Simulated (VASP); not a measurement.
Write the native input for VASP 6.6.1 that does the following.

```yaml
Task: single point
Functional: PBEsol
Potentials_or_basis: VASP PAW PBE potentials, release 64 (Zr_sv, C)
Cutoff: 520 eV
k_mesh: 13 × 13 × 13
Occupations: fermi-dirac, width 0.05 eV
Spin: no spin polarisation
Dipole_correction: no
Further_INCAR_settings: ALGO = Normal; EDIFF = 1e-07; NBANDS = 15
```

The structure of ZrC lies in POSCAR:

```
ZrC
1.0
    0.0000000000      1.8703022632      1.8703022632
    1.8703022632      0.0000000000      1.8703022632
    1.8703022632      1.8703022632      0.0000000000
Zr C
1 1
Direct
    0.0000000000      0.0000000000      0.0000000000
    0.5000000000      0.5000000000      0.5000000000
```

One way to write it, as run:

INCAR

```
PREC = Accurate
ENCUT = 520
EDIFF = 1E-7
ISMEAR = -1
SIGMA = 0.05
LREAL = False
LASPH = True
NELM = 60
ALGO = Normal
ISIF = 2
LWAVE = False
LCHARG = False
GGA = PS
NBANDS = 15
```

KPOINTS

```
regular mesh
0
Gamma
  13 13 13
```

Potentials or basis: VASP PAW PBE potentials, release 64 (Zr_sv, C).

Command:

```sh
$ cat potpaw_PBE.64/Zr_sv/POTCAR potpaw_PBE.64/C/POTCAR > POTCAR
$ mpirun -np 1 vasp_std > vasp.out
```

Results of the run:

```
Pressure               : 544.1 GPa
Band gap on the k mesh : zero (bands 8 and 9 overlap by 2.63 eV)
```

Caveat: the cell stands under pressure; the PAW data sets were made with another functional, which shifts forces and pressure a little.

It took 25 s on 1 thread of Intel Xeon 8259CL (shared host), peak memory 0.14 GiB.
